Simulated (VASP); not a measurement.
NaCl: single point with PBE0

Crystal: NaCl.

```
Cl Na
1.0
     3.57088    0.00000    0.00000
     0.00000    3.57088    0.00000
     0.00000    0.00000    3.57088
Cl Na
1 1
Direct
  0.50000 0.50000 0.50000
  0.00000 0.00000 0.00000
```

| Item | Value |
| --- | --- |
| Program | VASP 6.6.1 |
| Task | single point |
| Functional | PBE0 |
| Potentials or basis | VASP PAW PBE potentials, release 64 (Cl, Na_pv) |
| Cutoff | 520 eV |
| k mesh | 4 × 4 × 4 |
| Occupations | fermi-dirac, width 0.05 eV |
| Spin | no spin polarisation |
| Dipole correction | no |
| Grid for exact exchange (PRECFOCK) | Normal |
| Further INCAR settings | ALGO = Normal; EDIFF = 1e-07; NBANDS = 14 |
| Share of exact exchange | 0.25 |

```json
{
 "Pressure": "-1.8 GPa",
 "Band gap on the k mesh": "5.83 eV (least direct gap 6.32 eV)"
}
```

Levels at points of the mesh, in eV from the valence-band top:
```
           k point  band 4  band 5  band 6  band 7  band 8  band 9  band 10  band 11
(0.00, 0.00, 0.00)  -14.45   -0.48   -0.48   -0.48    5.83   10.72    10.72    17.60
(0.50, 0.00, 0.00)  -14.12   -2.89   -0.25   -0.25    8.83   10.45    12.73    14.00
(0.50, 0.50, 0.00)  -13.87   -2.24   -2.24    0.00    7.59   11.96    12.92    12.92
(0.50, 0.50, 0.50)  -13.61   -1.82   -1.82   -1.82    9.17    9.17     9.17    13.57
```

It took 8.4 min on 1 thread of Intel Xeon 8259CL, with other jobs on the host, peak memory 0.16 GiB.

Caveat: the k points lie up to 0.44 Å⁻¹ apart; the PAW data sets were made with another functional, which shifts forces and pressure a little. A k mesh can miss the band edges.
